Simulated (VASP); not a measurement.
# TiSn (Fm-3m) in VASP: further runs

Runs on TiSn. Level: PBE. Tasks: relaxation of cell and atoms.

Everything below comes from runs of VASP 6.6.1. Logs are shortened: lines on timing, memory, paths and dates and some standing lists are left out, and cuts for length are marked.

**1. The cell of the first run**

The structure is cubic, space group Fm-3m (No. 225). Conventional cell: a = 5.601 Å, b = 5.601 Å, c = 5.601 Å, α = 90.00°, β = 90.00°, γ = 90.00°. Within 3.7 Å of Ti (site symmetry m-3m) lie 6 Sn at 2.80 Å. Sn (site symmetry m-3m) has 6 Ti at 2.80 Å within 3.7 Å.

**2. Relaxation of cell and atoms, PBE, target pressure 2 GPa, at which the enthalpy is minimised**

INCAR reads:

```
SYSTEM = TiSn
PREC     = Accurate       ! precision mode
ENCUT    = 600            ! plane-wave cutoff, eV
EDIFF    = 1E-6           ! SCF threshold, eV
ISMEAR   = -1             ! smearing method
SIGMA    = 0.05           ! smearing width, eV
LREAL    = .FALSE.        ! projectors in reciprocal space
LASPH    = .TRUE.         ! aspherical terms in the spheres
NELM     = 100            ! most SCF steps
ALGO     = Normal         ! electronic algorithm
ISIF     = 3              ! what is computed and relaxed
LWAVE    = .FALSE.        ! write WAVECAR
LCHARG   = .FALSE.        ! write CHGCAR
GGA      = PE             ! functional
IBRION   = 2              ! ionic algorithm
NSW      = 60             ! ionic steps
EDIFFG   = -0.01          ! ionic threshold
PSTRESS  = 20.0
```

KPOINTS reads:

```
regular mesh
0
G
  8 8 8
  0 0 0
```

POSCAR reads:

```
TiSn
1.0
    0.0000000000      2.8005500000      2.8005500000
    2.8005500000      0.0000000000      2.8005500000
    2.8005500000      2.8005500000      0.0000000000
Ti Sn
1 1
Direct
    0.0000000000      0.0000000000      0.0000000000
    0.5000000000      0.5000000000      0.5000000000
```

Potentials or basis: VASP PAW PBE potentials, release 64 (Ti_sv, Sn_d).

Started as:

```
cat potpaw_PBE.64/Ti_sv/POTCAR potpaw_PBE.64/Sn_d/POTCAR > POTCAR
mpirun -np 1 vasp_std > vasp.out
```

OUTCAR:

```text
SYSTEM = TiSn
   PREC = Accurate
   ENCUT = 600
   EDIFF = 1E-6
   ISMEAR = -1
   LREAL = .FALSE.
   LASPH = .TRUE.
   NELM = 100
   ISIF = 3
   GGA = PE
   IBRION = 2
   NSW = 60
   EDIFFG = -0.01
   PSTRESS = 20.0

 ion  position               nearest neighbor table
   1  0.000  0.000  0.000-   2 2.80   2 2.80   2 2.80   2 2.80   2 2.80   2 2.80
   2  0.500  0.500  0.500-   1 2.80   1 2.80   1 2.80   1 2.80   1 2.80   1 2.80

  LATTYP: Found a face centered cubic cell.
 ALAT       =     5.6011000000

  Lattice vectors:

 A1 = (   0.0000000000,   2.8005500000,   2.8005500000)
 A2 = (   2.8005500000,   0.0000000000,   2.8005500000)
 A3 = (   2.8005500000,   2.8005500000,   0.0000000000)

Analysis of symmetry for initial positions (statically):
=====================================================================
 Subroutine PRICEL returns:
 Original cell was already a primitive cell.

 Routine SETGRP: Setting up the symmetry group for a
 face centered cubic supercell.

 Subroutine GETGRP returns: Found 48 space group operations
 (whereof 48 operations were pure point group operations)
 out of a pool of 48 trial point group operations.

The static configuration has the point symmetry O_h .

Analysis of symmetry for dynamics (positions and initial velocities):
=====================================================================
 Subroutine PRICEL returns:
 Original cell was already a primitive cell.

 Routine SETGRP: Setting up the symmetry group for a
 face centered cubic supercell.

 Subroutine GETGRP returns: Found 48 space group operations
 (whereof 48 operations were pure point group operations)
 out of a pool of 48 trial point group operations.

The dynamic configuration has the point symmetry O_h .

 Subroutine INISYM returns: Found 48 space group operations
 (whereof 48 operations are pure point group operations),
 and found     1 'primitive' translations

----------------------------------------------------------------------------------------

                                     Primitive cell

  volume of cell :      43.9299

  direct lattice vectors                    reciprocal lattice vectors
     0.000000000  2.800550000  2.800550000    -0.178536359  0.178536359  0.178536359
     2.800550000  0.000000000  2.800550000     0.178536359 -0.178536359  0.178536359
     2.800550000  2.800550000  0.000000000     0.178536359  0.178536359 -0.178536359

  length of vectors
[... 84 lines left out ...]
   EDIFFG = -.1E-01   stopping-criterion for IOM
   NSW    =     60    number of steps for IOM
   IBRION =      2    ionic relax: 0-MD 1-quasi-New 2-CG
   NFREE  =      1    steps in history (QN), initial steepest desc. (CG)
   ISIF   =      3    stress and relaxation
   ISYM   =      2    0-nonsym 1-usesym 2-fastsym
   POTIM  = 0.5000    time-step for ionic-motion
   TEBEG  =    0.0;   TEEND  =   0.0 temperature during run
   PSTRESS=   20.0 pullay stress
   NELECT =      26.0000    total number of electrons
   NUPDOWN=      -1.0000    fix difference up-down
   EMIN   =  10.00;   EMAX   =-10.00  energy-range for DOS
   EFERMI =   0.00;   METHOD = LEGACY
   ISMEAR =    -1;   SIGMA  =   0.05  broadening in eV -4-tet -1-fermi 0-gaus
   EFERMI_NEDOS =   21; number of points for ismear=-14 and -15
   IALGO  =     38    algorithm
   IMIX   =      4    mixing-type and parameters
     AMIX     =   0.40;   BMIX     =  1.00
     AMIX_MAG =   1.60;   BMIX_MAG =  1.00
  volume/ion in A,a.u.               =      21.96       148.23
  Fermi-wavevector in a.u.,A,eV,Ry     =   1.374504  2.597436 25.704953  1.889261
  Thomas-Fermi vector in A             =   2.499924
   LORBIT       =      0    0 simple, 1 ext, 2 COOP (PROOUT), +10 PAW based schemes
   GGA     = PE    functional components
   LHFCALC =     F    Hartree Fock is set to
   AEXX    =    0.0000 exact exchange contribution
   IVDW    =     0    specifies the selected vdW correction
   LEPSILON=     F    determine dielectric tensor
   LRPA    =     F    only Hartree local field effects (RPA)
 conjugate gradient relaxation of ions
 non-spin polarized calculation
  energy-cutoff  :      600.00
  volume of cell :       43.93
 maximum number of plane-waves:      1480
   NGX = 15   NGY = 15   NGZ = 15

--------------------------------------- Ionic step        1  -------------------------------------------

 number of electron      25.9999996 magnetization

 Free energy of the ion-electron system (eV)
  ---------------------------------------------------
  ext. energy  EPLUGINS =         0.00000000
  ---------------------------------------------------
  free energy    TOTEN  =       -11.80700188 eV

  energy without entropy =      -11.79954393  energy(sigma->0) =      -11.80327290

------------------------ aborting loop because EDIFF is reached ----------------------------------------

  FORCE on cell =-STRESS in cart. coord.  units (eV):
  Direction    XX          YY          ZZ          XY          YZ          ZX
  --------------------------------------------------------------------------------------
  -------------------------------------------------------------------------------------
  Total        0.0085955      0.0085955      0.0085955     -0.0000000      0.0000000      0.0000000
  in kB        0.3134883      0.3134883      0.3134883     -0.0000000      0.0000000      0.0000000
  external PRESSURE =     -19.6865117 kB  Pullay stress =      20.0000000 kB
[... 63 lines left out ...]
--------------------------------------- Ionic step        3  -------------------------------------------

 number of electron      25.9999993 magnetization

 Free energy of the ion-electron system (eV)
  ---------------------------------------------------
  ext. energy  EPLUGINS =         0.00000000
  ---------------------------------------------------
  free energy    TOTEN  =       -11.80095520 eV

  energy without entropy =      -11.79371937  energy(sigma->0) =      -11.79733729

 E-fermi :   8.4480     XC(G=0): -10.9319

 val. band max:        8.4268422824   @ k =   0.1250   0.1250   0.0000
 cond. band min:       8.5536687537   @ k =   0.0000   0.0000   0.0000
 fundamental gap:      0.1268264713
 Fermi energy:         8.4479538526

 k-point     1 :       0.0000    0.0000    0.0000
  band No.  band energies     occupation
      1     -48.8261      2.00000
      2     -25.0937      2.00000
      3     -25.0937      2.00000
      4     -25.0937      2.00000
      5     -12.4484      2.00000
      6     -12.4484      2.00000
[... 457 lines left out ...]
      4     -25.1053      2.00000
      5     -12.4323      2.00000
      6     -12.4153      2.00000
[... 9 lines left out ...]
     16       9.8300      0.00000
     17      11.8979      0.00000

 [... further k-points ...]
[... 5 lines left out ...]
  --------------------------------------------------------------------------------------
  -------------------------------------------------------------------------------------
  Total        0.5399355      0.5399355      0.5399355     -0.0000000     -0.0000000     -0.0000000
  in kB       20.1420390     20.1420390     20.1420390     -0.0000000     -0.0000000     -0.0000000
  external PRESSURE =       0.1420390 kB  Pullay stress =      20.0000000 kB
[... 21 lines left out ...]
  energy  without entropy=      -11.7937193682  energy(sigma->0) =      -11.79733729

  enthalpy is  TOTEN    =       -11.2648272761 eV   P V=        0.5361279259

 reached required accuracy - stopping structural energy minimisation
```

CONTCAR:

```text
TiSn
   1.00000000000000
    -0.0000000000000000    2.7795405025082309    2.7795405025082309
     2.7795405025082309   -0.0000000000000000    2.7795405025082309
     2.7795405025082309    2.7795405025082309   -0.0000000000000000
  Ti              Sn
     1     1
Direct
     0.0000000000000000    0.0000000000000000    0.0000000000000000
     0.5000000000000000    0.5000000000000000    0.5000000000000000

  0.00000000E+00  0.00000000E+00  0.00000000E+00
  0.00000000E+00  0.00000000E+00  0.00000000E+00
```

Run time: 40 s. Hardware: 1 thread of AMD EPYC 9R45 (Zen 5), shared host; peak memory 0.17 GiB.

What came out:

| Property | Result |
| --- | --- |
| Free energy | -11.8010 eV |
| Relaxed volume | 21.47 Å³/atom |
| Relaxed cell | a = 3.931 Å, b = 3.931 Å, c = 3.931 Å, α = 60.00°, β = 60.00°, γ = 60.00° |
| Space group after relaxing (to 0.05 Å) | Fm-3m (No. 225) |
| Energy change on relaxing (the enthalpy is what falls) | +3.0 meV/atom |
| Ionic steps | 3 |
| Pressure after relaxing | 2.0 GPa |
| Band gap on the k mesh | zero (band 13 reaches 8.65 eV, above the bottom of band 14 at 8.29 eV) |

Step by step:
```tsv
step	energy change (eV)	largest force (eV/Å)	pressure (GPa)	volume (Å³)
1	0.0000	0.0000	0.03	43.93
2	0.0184	0.0000	3.56	42.24
3	0.0060	0.0000	2.01	42.95
```

Final structure:
```
Ti Sn
1.0
     0.00000    2.77954    2.77954
     2.77954    0.00000    2.77954
     2.77954    2.77954    0.00000
Ti Sn
1 1
Direct
  0.00000 0.00000 0.00000
  0.50000 0.50000 0.50000
```

Caveat: the cell is relaxed towards a set pressure, so the enthalpy falls and the energy may rise; spin-orbit coupling is left out, which moves the levels of the heavy elements.

**3. Relaxation of cell and atoms, PBE, target pressure 5 GPa, at which the enthalpy is minimised**

INCAR reads:

```
ALGO = Normal
EDIFF = 1E-7
EDIFFG = -0.01
ENCUT = 600
GGA = PE
IBRION = 2
ISIF = 3
ISMEAR = -1
LASPH = T
LCHARG = F
LREAL = F
LWAVE = F
NELM = 80
NSW = 60
PREC = Accurate
PSTRESS = 50.0
SIGMA = 0.05
```

KPOINTS reads:

```
k-points
0
Gamma
  8 8 8
```

POSCAR is that of step 2.

Potentials or basis: VASP PAW PBE potentials, release 64 (Ti_sv, Sn_d).

Started as:

```
cat potpaw_PBE.64/Ti_sv/POTCAR potpaw_PBE.64/Sn_d/POTCAR > POTCAR
mpirun -np 1 vasp_std > vasp.out
```

OUTCAR:

```text
EDIFF = 1E-7
   EDIFFG = -0.01
   ENCUT = 600
   GGA = PE
   IBRION = 2
   ISIF = 3
   ISMEAR = -1
   LASPH = T
   LREAL = F
   NELM = 80
   NSW = 60
   PREC = Accurate
   PSTRESS = 50.0

 ion  position               nearest neighbor table
   1  0.000  0.000  0.000-   2 2.80   2 2.80   2 2.80   2 2.80   2 2.80   2 2.80
   2  0.500  0.500  0.500-   1 2.80   1 2.80   1 2.80   1 2.80   1 2.80   1 2.80

  LATTYP: Found a face centered cubic cell.
 ALAT       =     5.6011000000

  Lattice vectors:

 A1 = (   0.0000000000,   2.8005500000,   2.8005500000)
 A2 = (   2.8005500000,   0.0000000000,   2.8005500000)
 A3 = (   2.8005500000,   2.8005500000,   0.0000000000)

[... 249 lines left out ...]

 number of electron      26.0000001 magnetization

 Free energy of the ion-electron system (eV)
  ---------------------------------------------------
  ext. energy  EPLUGINS =         0.00000000
  ---------------------------------------------------
  free energy    TOTEN  =       -11.77342443 eV

  energy without entropy =      -11.76647546  energy(sigma->0) =      -11.76994994

 E-fermi :   8.8044     XC(G=0): -11.0781

 val. band max:        8.7838850191   @ k =   0.3750   0.3750   0.0000
 cond. band min:       8.9061415516   @ k =   0.0000   0.0000   0.0000
 fundamental gap:      0.1222565325
 Fermi energy:         8.8044172003

 k-point     1 :       0.0000    0.0000    0.0000
  band No.  band energies     occupation
      1     -48.4092      2.00000
      2     -24.6826      2.00000
      3     -24.6826      2.00000
      4     -24.6826      2.00000
      5     -12.1206      2.00000
      6     -12.1206      2.00000
[... 457 lines left out ...]
      4     -24.6961      2.00000
      5     -12.1014      2.00000
      6     -12.0821      2.00000
[... 9 lines left out ...]
     16      10.2515      0.00000
     17      12.4032      0.00000

 [... further k-points ...]
[... 5 lines left out ...]
  --------------------------------------------------------------------------------------
  -------------------------------------------------------------------------------------
  Total        1.2947817      1.2947817      1.2947817     -0.0000000      0.0000000      0.0000000
  in kB       49.7868645     49.7868645     49.7868645     -0.0000000      0.0000000      0.0000000
  external PRESSURE =      -0.2131355 kB  Pullay stress =      50.0000000 kB
[... 21 lines left out ...]
  energy  without entropy=      -11.7664754572  energy(sigma->0) =      -11.76994994

  enthalpy is  TOTEN    =       -10.4730997869 eV   P V=        1.3003246406

 reached required accuracy - stopping structural energy minimisation
```

It took 47 s on 1 thread of AMD EPYC 9R45 (Zen 5), shared host; peak memory 0.17 GiB.

Results:

```yaml
Free_energy: -11.7734 eV
Relaxed_volume: 20.83 Å³/atom
Relaxed_cell: a = 3.891 Å, b = 3.891 Å, c = 3.891 Å, α = 60.00°, β = 60.00°, γ = 60.00°
Space_group_after_relaxing_to_0.05_Å: Fm-3m (No. 225)
Energy_change_on_relaxing_the_enthalpy_is_what_falls: +16.8 meV/atom
Ionic_steps: 3
Pressure_after_relaxing: 5.0 GPa
Band_gap_on_the_k_mesh: zero (band 13 reaches 9.03 eV, above the bottom of band 14 at 8.64 eV)
```

Step by step:
```tsv
step	energy change (eV)	largest force (eV/Å)	pressure (GPa)	volume (Å³)
1	0.0000	0.0000	0.02	43.93
2	0.1253	0.0000	10.43	39.73
3	0.0336	0.0000	4.98	41.67
```

Final structure:
```cif
data_structure
_symmetry_space_group_name_H-M 'P 1'
_symmetry_Int_Tables_number 1
_cell_length_a 3.8914
_cell_length_b 3.8914
_cell_length_c 3.8914
_cell_angle_alpha 60.000
_cell_angle_beta 60.000
_cell_angle_gamma 60.000
_cell_volume 41.67
loop_
_atom_site_label
_atom_site_type_symbol
_atom_site_fract_x
_atom_site_fract_y
_atom_site_fract_z
_atom_site_occupancy
Ti1 Ti 0.00000 0.00000 0.00000 1
Sn1 Sn 0.50000 0.50000 0.50000 1
```

Levels at points of the mesh, in eV from the Fermi level:
| k point | band 11 | band 12 | band 13 | band 14 | band 15 | band 16 |
| --- | --- | --- | --- | --- | --- | --- |
| (0.00, 0.00, 0.00) | 0.10 | 0.10 | 0.10 | 0.51 | 0.51 | 3.56 |
| (0.50, 0.00, 0.00) | -4.81 | -1.52 | -1.52 | 1.04 | 1.04 | 1.55 |
| (0.50, 0.50, 0.00) | -3.51 | -1.07 | 0.23 | 0.23 | 0.95 | 1.40 |

Caveat: the cell is relaxed towards a set pressure, so the enthalpy falls and the energy may rise; spin-orbit coupling is left out, which moves the levels of the heavy elements.

(Continued in part 2 of 2.)
